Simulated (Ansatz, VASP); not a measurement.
# One calculation of Si, two programs

```xyz
4
Lattice="3.7115 0.0000 0.0000 -1.8558 3.2143 0.0000 0.0000 0.0000 6.7481" Properties=species:S:1:pos:R:3 pbc="T T T"
Si    0.0000    2.1428    0.4252
Si    1.8558    1.0714    3.7992
Si    0.0000    2.1428    2.9488
Si    1.8558    1.0714    6.3229
```

Alike in both runs: task single point; functional LDA; k mesh 12 × 12 × 6; occupations gaussian, width 0.03 eV; no spin polarisation.

|  | VASP | Ansatz |
| --- | --- | --- |
| version | VASP 6.6.1 | Ansatz 0.2.0 |
| potentials or method | VASP PAW LDA potentials, release 64 (Si), cutoff 520 eV | scalar-relativistic, plane waves, PAW |
| valence electrons in the cell | 16 | 16 |

|  | VASP | Ansatz | Ansatz less VASP |
| --- | --- | --- | --- |
| gap on the k mesh at the Fermi level (eV) | 0.33 | 0.34 | +0.004 |
| least direct gap on the mesh (eV) | 0.62 | 0.63 | +0.002 |
| pressure (GPa) | -1.0 | -1.0 | -0.05 |
| traceless stress, the component that is largest in VASP (GPa) | -11.96 | -11.87 | +0.089 |
| rms of the force components (eV/Å) | 0.385 | 0.384 | -0.0009 |

LDA's correlation is that of Perdew and Zunger in VASP and of Perdew and Wang (1992) in Ansatz. Atom by atom the forces differ by 0.001 eV/Å (rms over components).
